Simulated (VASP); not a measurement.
Runs of VASP 6.6.1 on SiNi (rocksalt type). The structure is that of space group Fm-3m (No. 225), or close to it. The cells are those of the table. 

```tsv
cell	gap on the mesh (eV)	pressure (GPa)
a = 2.889 Å, angles 60.0°, 2 atoms	none	167.9
a = 3.352 Å, angles 60.0°, 2 atoms	none	0.0
a = 3.112 Å, angles 60.0°, 2 atoms	none	(b)
a = 3.005 Å, angles 60.0°, 2 atoms	none	95.7
a = 2.747 Å, angles 60.0°, 2 atoms	none	311.3
a = 3.284 Å, angles 60.0°, 2 atoms	none	(a)
```

Alike in all rows: task single point; level PBE; potentials or basis VASP PAW PBE potentials, release 64 (Ni, Si); no spin polarisation; k mesh 14 × 14 × 14; cutoff (eV) 520; smearing fermi-dirac 0.08 eV.

Task: Fill in the values left out.

Result: (a) 10.0; (b) 51.6.

Caveats: the cell stands under pressure (at least some runs).

A gap of «none» marks levels without a gap at the run's occupations.
